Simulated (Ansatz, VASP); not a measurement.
## One calculation of NbTe6Mo2, two programs

INCAR

```
PREC = Accurate ; ENCUT = 600
EDIFF = 1E-6 ; ISMEAR = 0
SIGMA = 0.1 ; LREAL = False
LASPH = True ; NELM = 80
ALGO = Normal ; ISIF = 3
LWAVE = False ; LCHARG = False
GGA = PE ; IBRION = 2
NSW = 90 ; EDIFFG = -0.04
```

The input KPOINTS:

```
Automatic mesh
0
Gamma
  6 6 1
```

POSCAR

```
NbTe6Mo2
1.0
    3.7324656700      0.0000000000      0.0000000000
   -1.8662328300      3.2324100900      0.0000000000
    0.0000000000      0.0000000000     21.5139767400
Nb Te Mo
1 6 2
Direct
    0.0000000000      0.0000000000      0.0000000000
    0.6666666700      0.3333333300      0.2485440800
    0.6666666700      0.3333333300      0.5818774100
    0.6666666700      0.3333333300      0.9152107400
    0.3333333300      0.6666666700      0.0847892600
    0.3333333300      0.6666666700      0.4181225900
    0.3333333300      0.6666666700      0.7514559200
    0.0000000000      0.0000000000      0.3333333300
    0.0000000000      0.0000000000      0.6666666700
```

Input for Ansatz:

```yaml
crystal:
  lattice:
    - [3.73246567, 0.0, 0.0]
    - [-1.86623283, 3.23241009, 0.0]
    - [0.0, 0.0, 21.51397674]
  atoms:
    - { symbol: Nb, position: [0.0, 0.0, 0.0] }
    - { symbol: Te, position: [0.66666667, 0.33333333, 0.24854408] }
    - { symbol: Te, position: [0.66666667, 0.33333333, 0.58187741] }
    - { symbol: Te, position: [0.66666667, 0.33333333, 0.91521074] }
    - { symbol: Te, position: [0.33333333, 0.66666667, 0.08478926] }
    - { symbol: Te, position: [0.33333333, 0.66666667, 0.41812259] }
    - { symbol: Te, position: [0.33333333, 0.66666667, 0.75145592] }
    - { symbol: Mo, position: [0.0, 0.0, 0.33333333] }
    - { symbol: Mo, position: [0.0, 0.0, 0.66666667] }
basis:
  ecutwfc: 420
kpoints:
  mp_grid: { grid: [6, 6, 1] }
hamiltonian:
  xc: pbe
scf:
  occupations: { method: gaussian, width: 0.1 }
  lower_state_search: "off"
output:
  forces: true
  stress: true
  eigenvalues: true
relax:
  adjacent_minimum: "off"
  f_tol: 0.04
  max_steps: 70
  cell: { stress_tol: 0.4 }
```

Alike in both runs: task relaxation of cell and atoms; functional PBE; k mesh 6 × 6 × 1; occupations gaussian, width 0.1 eV; no spin polarisation.

```csv
,VASP,Ansatz
version,VASP 6.6.1,Ansatz 0.2.0
potentials or method,"VASP PAW PBE potentials, release 64 (Nb_sv, Te, Mo_sv), cutoff 600 eV","scalar-relativistic, plane waves, PAW"
valence electrons in the cell,77,137
```

|  | VASP | Ansatz | Ansatz less VASP |
| --- | --- | --- | --- |
| gap on the k mesh at the Fermi level, each at its own relaxed structure (eV) | none | none | - |
| relaxed volume (Å³/atom) | 27.97 | 27.85 | -0.121 |
| relaxed length of the cell vector where the two differ most in proportion (Å) | 22.874 | 22.648 | -0.2267 |

A gap of «none» marks a metal or a gap that the smearing closes. VASP's potentials hold 77 valence electrons a cell and Ansatz's 137, so a difference there can come from the potentials and not from the codes.

Spin-orbit coupling is off throughout.
